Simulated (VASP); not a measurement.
Runs of VASP 6.6.1 on PbS. It takes space group R3m (No. 160, trigonal). Conventional cell: a = 4.225 Å, b = 4.225 Å, c = 10.356 Å, α = 90.00°, β = 90.00°, γ = 120.00°. Pb (site symmetry 3m) has 6 S at 2.96 to 3.02 Å within 3.9 Å. S (site symmetry 3m) has 6 Pb at 2.96 to 3.02 Å within 3.9 Å. 

```tsv
k mesh	gap on the mesh (eV)	pressure (GPa)	largest force (eV/Å)
2 × 2 × 2	(b)	7.5	0.52
8 × 8 × 8	0.72	0.0	0.01
6 × 6 × 6	0.72	-0.1	0.01
4 × 4 × 4	0.72	0.1	(a)
```

Alike in all rows: task single point; level r2SCAN; potentials or basis VASP PAW PBE potentials, release 64 (Pb_d, S); no spin polarisation; cell as given; cutoff (eV) 520; smearing methfessel-paxton 0.02 eV.

Estimate the missing entries.

(a) 0.02; (b) 0.54.

Caveats: some runs use coarse meshes; the PAW data sets were made with another functional, which shifts forces and pressure a little; spin-orbit coupling is left out, which moves the levels of the heavy elements.

A k mesh can miss the band edges, and the runs leave out spin-orbit coupling on Pb.
